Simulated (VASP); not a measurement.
Runs of VASP 6.6.1 on TaN. The structure is hexagonal, space group P6_3/mmc (No. 194). The conventional cell has a = 2.922 Å, b = 2.922 Å, c = 5.917 Å, α = 90.00°, β = 90.00°, γ = 120.00°. Ta (site symmetry -3m) has 6 N at 2.24 Å and 8 Ta at 2.92 to 2.96 Å within 3.0 Å. Within 3.0 Å of N (site symmetry -6m2) lie 6 Ta at 2.24 Å and 6 N at 2.92 Å. 

```tsv
level	k mesh	smearing	gap on the mesh (eV)	pressure (GPa)
PBE	6 × 6 × 3	fermi-dirac 0.05 eV	none	-0.8
PBE	10 × 10 × 5	gaussian 0.014 eV	none	-0.4
r2SCAN	6 × 6 × 3	fermi-dirac 0.05 eV	none	-4.8
PBE	10 × 10 × 5	gaussian 0.028 eV	none	-0.4
PBE	10 × 10 × 5	gaussian 0.015 eV	none	-0.4
PBE	10 × 10 × 5	gaussian 0.017 eV	none	-0.4
PBE	10 × 10 × 5	gaussian 0.027 eV	none	-0.4
RPBE	10 × 10 × 5	gaussian 0.02 eV	none	4.2
revPBE	6 × 6 × 3	fermi-dirac 0.05 eV	none	(a)
PBE	10 × 10 × 5	gaussian 0.026 eV	none	-0.4
PBE	10 × 10 × 5	gaussian 0.013 eV	none	-0.4
PBE	10 × 10 × 5	gaussian 0.023 eV	none	-0.4
```

Alike in all rows: task single point; potentials or basis VASP PAW PBE potentials, release 64 (Ta_pv, N); no spin polarisation; cell as given; cutoff (eV) 520.

Problem. Estimate the missing entries.

Solution. (a) 2.5.

Caveats: some runs use coarse meshes; spin-orbit coupling is left out, which moves the levels of the heavy elements; the PAW data sets were made with another functional, which shifts forces and pressure a little (some runs).

A k mesh can miss the band edges, and the runs leave out spin-orbit coupling on Ta.

A gap of «none» marks levels without a gap at the run's occupations.
